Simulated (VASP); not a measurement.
Wanted: the native input for a VASP 6.6.1 run.

```
Task                   : single point
Functional             : LDA
Potentials or basis    : VASP PAW LDA potentials, release 64 (Cu, Au)
Cutoff                 : 520 eV
k mesh                 : 10 × 10 × 10
Occupations            : fermi-dirac, width 0.15 eV
Spin                   : no spin polarisation
Dipole correction      : no
Further INCAR settings : ALGO = Fast; EDIFF = 1e-06; NBANDS = 30
```

The structure of CuAu3 lies in POSCAR:

```
CuAu3
1.0
    3.9115413124      0.0000000000      0.0000000000
    0.0000000000      3.9115413124      0.0000000000
    0.0000000000      0.0000000000      3.9115413124
Cu Au
1 3
Direct
    0.0000000000      0.0000000000      0.0000000000
    0.0000000000      0.5000000000      0.5000000000
    0.5000000000      0.0000000000      0.5000000000
    0.5000000000      0.5000000000      0.0000000000
```

This cell differs from its parent crystal: volume scaled by 0.98.

One way to write it, as run:

INCAR

```
SYSTEM = CuAu3
PREC = Accurate
ENCUT = 520
EDIFF = 1E-6
ISMEAR = -1
SIGMA = 0.15
LREAL = .False.
LASPH = .True.
NELM = 80
ALGO = Fast
ISIF = 2
LWAVE = .False.
LCHARG = .True.
GGA = CA
LELF = .True.
LVHAR = .True.
NBANDS = 30
```

KPOINTS

```
regular mesh
0
Gamma
  10 10 10
  0 0 0
```

Potentials or basis: VASP PAW LDA potentials, release 64 (Cu, Au).

Launch:

```sh
$ cat potpaw_LDA.64/Cu/POTCAR potpaw_LDA.64/Au/POTCAR > POTCAR
$ mpirun -np 1 vasp_std > vasp.out
```

Results of the run:

```json
{
  "Pressure": "4.5 GPa",
  "Band gap on the k mesh": "zero (band 22 reaches 10.91 eV, above the bottom of band 23 at 8.59 eV)"
}
```

Caveat: spin-orbit coupling is left out, which moves the levels of the heavy elements.

Wall time 84 s on 1 thread of Intel(R) Xeon(R) Platinum 8488C (Sapphire Rapids) (shared host), peak memory 0.21 GiB.
